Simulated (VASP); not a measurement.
SiO2, 6 atoms in the cell. The structure is tetragonal, space group P4_2/mnm (No. 136). The conventional cell has a = 4.180 Å, b = 4.180 Å, c = 2.588 Å, α = 90.00°, β = 90.00°, γ = 90.00°. Within 2.3 Å of Si (site symmetry mmm) lie 6 O at 1.73 to 1.81 Å. Within 2.3 Å of O (site symmetry m2m) lie 3 Si at 1.73 to 1.81 Å and 1 O at 2.29 Å.  This cell differs from its parent crystal: zz strain of -3 %.

| Property | Result |
| --- | --- |
| Program | VASP 6.6.1 |
| Task | single point |
| Functional | PBEsol |
| Potentials or basis | VASP PAW PBE potentials, release 64 (Si, O) |
| Cutoff | 520 eV |
| k mesh | 6 × 6 × 9 |
| Occupations | fermi-dirac, width 0.03 eV |
| Spin | no spin polarisation |
| Dipole correction | no |
| Further INCAR settings | ALGO = Normal; EDIFF = 1e-07; NBANDS = 25 |

Potentials or basis: VASP PAW PBE potentials, release 64 (Si, O).

The run is started by

```bash
$ cat potpaw_PBE.64/Si/POTCAR potpaw_PBE.64/O/POTCAR > POTCAR
$ mpirun -np 1 vasp_std > vasp.out
```

Hardware: 1 thread of Intel(R) Xeon(R) Platinum 8488C (Sapphire Rapids), with other jobs on the host.

Question: Estimate the wall time of this run.

Answer: It took 26 s on 1 thread of Intel(R) Xeon(R) Platinum 8488C (Sapphire Rapids), on a shared host, peak memory 0.17 GiB. Counts: scf iterations 14, k points 50.
